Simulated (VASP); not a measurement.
# AlN (F-43m) in VASP: vibrations by perturbation theory with PBE

Aim: the vibrations by perturbation theory of AlN with PBE.

Program: VASP 6.6.1. These are calculated values, not measurements. Logs are shortened: lines on timing, memory, paths and dates and some standing lists are left out, and cuts for length are marked.

### 1 The cell of the first run

It takes space group F-43m (No. 216, cubic). The conventional cell has a = 4.368 Å, b = 4.368 Å, c = 4.368 Å, α = 90.00°, β = 90.00°, γ = 90.00°. Al (site symmetry -43m) has 4 N at 1.89 Å within 2.5 Å. Within 2.5 Å of N (site symmetry -43m) lie 4 Al at 1.89 Å.

### 2 Vibrations by perturbation theory, PBE

INCAR

```
SYSTEM = AlN
PREC = Accurate ; ENCUT = 520
EDIFF = 1E-8 ; ISMEAR = 0
SIGMA = 0.01 ; LREAL = .FALSE.
LASPH = .TRUE. ; NELM = 60
ALGO = Normal ; ISIF = 2
LWAVE = .FALSE. ; LCHARG = .FALSE.
GGA = PE ; NBANDS = 11
IBRION = 8 ; NSW = 1
```

KPOINTS

```
Automatic mesh
0
G
  8 8 8
  0 0 0
```

POSCAR

```
AlN
1.0
    0.0000000000      2.1839935600      2.1839935600
    2.1839935600      0.0000000000      2.1839935600
    2.1839935600      2.1839935600      0.0000000000
Al N
1 1
Direct
    0.0000000000      0.0000000000      0.0000000000
    0.7500000000      0.7500000000      0.7500000000
```

Potentials or basis: VASP PAW PBE potentials, release 64 (Al, N).

Run with:

```console
$ cat potpaw_PBE.64/Al/POTCAR potpaw_PBE.64/N/POTCAR > POTCAR
$ mpirun -np 1 vasp_std > vasp.out
```

OUTCAR:

```text
SYSTEM = AlN
   PREC = Accurate
   ENCUT = 520
   EDIFF = 1E-8
   ISMEAR = 0
   LREAL = .FALSE.
   LASPH = .TRUE.
   NELM = 60
   ISIF = 2
   GGA = PE
   IBRION = 8
   NSW = 1

 ion  position               nearest neighbor table
   1  0.000  0.000  0.000-   2 1.89   2 1.89   2 1.89   2 1.89
   2  0.750  0.750  0.750-   1 1.89   1 1.89   1 1.89   1 1.89

  LATTYP: Found a face centered cubic cell.
 ALAT       =     4.3679871200

  Lattice vectors:

 A1 = (   0.0000000000,   2.1839935600,   2.1839935600)
 A2 = (   2.1839935600,   0.0000000000,   2.1839935600)
 A3 = (   2.1839935600,   2.1839935600,   0.0000000000)

Analysis of symmetry for initial positions (statically):
=====================================================================
 Subroutine PRICEL returns:
 Original cell was already a primitive cell.

 Routine SETGRP: Setting up the symmetry group for a
 face centered cubic supercell.

 Subroutine GETGRP returns: Found 24 space group operations
 (whereof 24 operations were pure point group operations)
 out of a pool of 48 trial point group operations.

The static configuration has the point symmetry T_d .

Analysis of symmetry for dynamics (positions and initial velocities):
=====================================================================
 Subroutine PRICEL returns:
 Original cell was already a primitive cell.

 Routine SETGRP: Setting up the symmetry group for a
 face centered cubic supercell.

 Subroutine GETGRP returns: Found 24 space group operations
 (whereof 24 operations were pure point group operations)
 out of a pool of 48 trial point group operations.

The dynamic configuration has the point symmetry T_d .

 Subroutine INISYM returns: Found 24 space group operations
 (whereof 24 operations are pure point group operations),
 and found     1 'primitive' translations

----------------------------------------------------------------------------------------

                                     Primitive cell

  volume of cell :      20.8345

  direct lattice vectors                    reciprocal lattice vectors
     0.000000000  2.183993560  2.183993560    -0.228938404  0.228938404  0.228938404
     2.183993560  0.000000000  2.183993560     0.228938404 -0.228938404  0.228938404
     2.183993560  2.183993560  0.000000000     0.228938404  0.228938404 -0.228938404

  length of vectors
     3.088633313  3.088633313  3.088633313     0.396532948  0.396532948  0.396532948

  position of ions in fractional coordinates (direct lattice)
     0.000000000  0.000000000  0.000000000
     0.750000000  0.750000000  0.750000000

  ion indices of the primitive-cell ions
   primitive index   ion index
                 1           1
                 2           2

----------------------------------------------------------------------------------------

 KPOINTS: Automatic mesh

Automatic generation of k-mesh.
 Grid dimensions read from file:
 generate k-points for:    8    8    8

 Generating k-lattice:

  Cartesian coordinates                     Fractional coordinates (reciprocal lattice)
    -0.028617301  0.028617301  0.028617301     0.125000000  0.000000000  0.000000000
     0.028617301 -0.028617301  0.028617301     0.000000000  0.125000000  0.000000000
     0.028617301  0.028617301 -0.028617301     0.000000000  0.000000000  0.125000000

  Length of vectors
     0.049566618  0.049566618  0.049566618

  Shift w.r.t. Gamma in fractional coordinates (k-lattice)
     0.000000000  0.000000000  0.000000000
[... 76 lines left out ...]
   GGA     = PE    functional components
   LHFCALC =     F    Hartree Fock is set to
   AEXX    =    0.0000 exact exchange contribution
   IVDW    =     0    specifies the selected vdW correction
   LEPSILON=     F    determine dielectric tensor
   LRPA    =     F    only Hartree local field effects (RPA)
 non-spin polarized calculation
 Gauss-broadening in eV      SIGMA  =   0.01
  energy-cutoff  :      520.00
  volume of cell :       20.83
 maximum number of plane-waves:       568
   NGX = 11   NGY = 11   NGZ = 11

--------------------------------------- Ionic step        1  -------------------------------------------

 number of electron       8.0000000 magnetization

 Free energy of the ion-electron system (eV)
  ---------------------------------------------------
  ext. energy  EPLUGINS =         0.00000000
  ---------------------------------------------------
  free energy    TOTEN  =       -14.84033718 eV

  energy without entropy =      -14.84033718  energy(sigma->0) =      -14.84033718

 E-fermi :   6.0418     XC(G=0): -10.9336

 val. band max:        5.9699487165   @ k =   0.0000   0.0000   0.0000
 cond. band min:       9.2878742563   @ k =   0.5000   0.5000   0.0000
 fundamental gap:      3.3179255398
 Fermi energy:         6.0418166281

 k-point     1 :       0.0000    0.0000    0.0000
  band No.  band energies     occupation
      1      -9.0107      2.00000
      2       5.9699      2.00000
      3       5.9699      2.00000
      4       5.9699      2.00000
      5      10.1660      0.00000
      6      18.5304      0.00000
      7      18.5304      0.00000
      8      18.5304      0.00000
      9      23.6587      0.00000
     10      23.6587      0.00000
     11      25.0607      0.00000
[... 309 lines left out ...]
 k-point    24 :      -0.3750    0.2500    0.1250
  band No.  band energies     occupation
      1      -6.6428      2.00000
      2       0.8304      2.00000
      3       3.7475      2.00000
      4       4.8537      2.00000
      5      13.0719      0.00000
      6      15.2249      0.00000
      7      18.1417      0.00000
      8      18.6561      0.00000
      9      23.1492      0.00000
     10      24.7436      0.00000
     11      28.0124      0.00000

 [... further k-points ...]
[... 5 lines left out ...]
  --------------------------------------------------------------------------------------
  -------------------------------------------------------------------------------------
  Total        0.5980719      0.5980719      0.5980719      0.0000000      0.0000000     -0.0000000
  in kB       45.9917469     45.9917469     45.9917469      0.0000000      0.0000000     -0.0000000
  external PRESSURE =      45.9917469 kB  Pullay stress =       0.0000000 kB

 VOLUME and BASIS-vectors are now :
 -----------------------------------------------------------------------------
  energy-cutoff  :      520.00
  volume of cell :       20.83
      direct lattice vectors                 reciprocal lattice vectors
     0.000000000  2.183993560  2.183993560    -0.228938404  0.228938404  0.228938404
     2.183993560  0.000000000  2.183993560     0.228938404 -0.228938404  0.228938404
     2.183993560  2.183993560  0.000000000     0.228938404  0.228938404 -0.228938404

 POSITION                                       TOTAL-FORCE (eV/Angst)
 -----------------------------------------------------------------------------------
      0.00000      0.00000      0.00000        -0.000000     -0.000000     -0.000000
      3.27599      3.27599      3.27599         0.000000      0.000000      0.000000
 -----------------------------------------------------------------------------------
    total drift:                               -0.000000     -0.000000     -0.000000

  FREE ENERGIE OF THE ION-ELECTRON SYSTEM (eV)
  ---------------------------------------------------
  free  energy   TOTEN  =       -14.8403371802 eV

  energy  without entropy=      -14.8403371802  energy(sigma->0) =      -14.84033718

[... ionic steps 2 to 3 ...]

--------------------------------------- Ionic step        4  -------------------------------------------

------------------------ aborting loop because EDIFF is reached ----------------------------------------

[... ionic steps 5 to 6 ...]

--------------------------------------- Ionic step        7  -------------------------------------------

 Free energy of the ion-electron system (eV)
  ---------------------------------------------------
  ---------------------------------------------------
  free energy    TOTEN  =        -0.23878914 eV

  energy without entropy =       -0.23878914

------------------------ aborting loop because EDIFF is reached ----------------------------------------

 INTERNAL STRAIN TENSOR  FOR ION    2  DIRECTION 1   (eV/Angst):
 -----------------------------------------------------------------------------
     0.00062  0.00000  0.00000
     0.00000  0.00009  9.25912
     0.00000  9.25912  0.00009

 INTERNAL STRAIN TENSOR FOR ION    2 for displacements in x,y,z  (eV/Angst):
          X           Y           Z          XY          YZ          ZX
  --------------------------------------------------------------------------------
  x     0.00000     0.00000     0.00000     0.00000     9.25912     0.00000
  y     0.00000    -0.00000     0.00000     0.00000     0.00000     9.25912
  z     0.00000     0.00000     0.00000     9.25912     0.00000     0.00000

 SECOND DERIVATIVES (NOT SYMMETRIZED)
 ------------------------------------
               1X          1Y          1Z          2X          2Y          2Z
  1X   -14.684411    0.000000    0.000000   14.684411    0.000000    0.000000
  1Y     0.000000  -14.684411    0.000000    0.000000   14.684411    0.000000
  1Z     0.000000    0.000000  -14.684411    0.000000    0.000000   14.684411
  2X    14.682584    0.000000    0.000000  -14.682584    0.000000    0.000000
  2Y     0.000000   14.682584    0.000000    0.000000  -14.682584    0.000000
  2Z     0.000000    0.000000   14.682584    0.000000    0.000000  -14.682584

 Eigenvectors and eigenvalues of the dynamical matrix
 ----------------------------------------------------

   1 f  =   19.731006 THz   123.973567 2PiTHz  658.155519 cm-1    81.600848 meV
             X         Y         Z           dx          dy          dz
      0.000000  0.000000  0.000000    -0.584522    0.000000    0.000000
      3.275990  3.275990  3.275990     0.811378   -0.000000   -0.000000
[... 21 lines left out ...]
   6 f/i=    0.000582 THz     0.003658 2PiTHz    0.019421 cm-1     0.002408 meV
             X         Y         Z           dx          dy          dz
      0.000000  0.000000  0.000000     0.413624   -0.645306   -0.266139
      3.275990  3.275990  3.275990     0.297977   -0.464883   -0.191728

--------------------------------------------------------------------------------------------------------

 ELASTIC MODULI CONTR FROM IONIC RELAXATION (kBar)
 Direction    XX          YY          ZZ          XY          YZ          ZX
 --------------------------------------------------------------------------------
 XX          -0.0000     -0.0000     -0.0000     -0.0000     -0.0000     -0.0000
 YY          -0.0000     -0.0000     -0.0000     -0.0000     -0.0000      0.0000
 ZZ          -0.0000     -0.0000     -0.0000     -0.0000     -0.0000     -0.0000
 XY          -0.0000     -0.0000     -0.0000   -421.9550      0.0000      0.0000
 YZ          -0.0000     -0.0000     -0.0000      0.0000   -421.9550      0.0000
 ZX          -0.0000      0.0000     -0.0000      0.0000      0.0000   -421.9550
 --------------------------------------------------------------------------------
```

Run time: 32 s. Hardware: 1 thread of Intel Xeon Platinum 8488C (Sapphire Rapids), shared host; peak memory 0.17 GiB.

Results:

```
Highest phonon frequency at Γ, LO-TO splitting left out : 658 cm⁻¹
```

Phonon frequencies in cm⁻¹ (negative: imaginary):
```
              q point        frequencies
(0.000, 0.000, 0.000)  0 0 0 658 658 658
```

Caveat: the cell wasn't relaxed at this level first, which shifts response properties.
